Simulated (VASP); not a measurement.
Here is a VASP 6.6.1 calculation.

Contents of POSCAR:

```
Si
1.0
    3.7171656722      0.0000000000      0.0000000000
   -1.8585828361      3.2191599022      0.0000000000
    0.0000000000      0.0000000000      6.4094741312
Si
4
Direct
    0.3333333333      0.6666666667      0.0033961010
    0.6666666667      0.3333333333      0.5033961010
    0.3333333333      0.6666666667      0.3716038990
    0.6666666667      0.3333333333      0.8716038990
```

File INCAR.step1:

```
SYSTEM = Si
  PREC = Accurate
  ENCUT = 520
  ISMEAR = 0
  SIGMA = 0.01
  LREAL = .FALSE.
  LASPH = .TRUE.
  NELM = 100
  NBANDS = 16
  GGA = PE
  ALGO = Normal
  EDIFF = 1E-4
  LWAVE = .TRUE.
  LCHARG = .FALSE.
```

Contents of INCAR.step2:

```
SYSTEM = Si
  PREC = Accurate
  ENCUT = 520
  EDIFF = 1E-6
  ISMEAR = 0
  SIGMA = 0.01
  LREAL = .FALSE.
  LASPH = .TRUE.
  NELM = 100
  ALGO = Normal
  ISIF = 2
  LWAVE = .FALSE.
  LCHARG = .FALSE.
  METAGGA = R2SCAN
  LMIXTAU = .TRUE.
  NBANDS = 16
  ISTART = 1
```

File KPOINTS:

```
Automatic mesh
0
G
  12 12 4
  0 0 0
```

Potentials or basis: VASP PAW PBE potentials, release 64 (Si).

Launch:

```bash
$ cat potpaw_PBE.64/Si/POTCAR > POTCAR
$ cp INCAR.step1 INCAR
$ mpirun -np 1 vasp_std > vasp.out
$ cp INCAR.step2 INCAR
$ mpirun -np 1 vasp_std > vasp.out
```

(1) Predict the largest force.

(2) Predict the band gap on the k mesh.

(3) Predict the pressure.

Answers

(1) 0.008 eV/Å.

(2) 0.55 eV, indirect (least direct gap 1.83 eV).

(3) 5.0 GPa.

Caveat: the cell differs from its parent crystal (epitaxial xy strain -3.0%); the PAW data sets were made with another functional, which shifts forces and pressure a little.
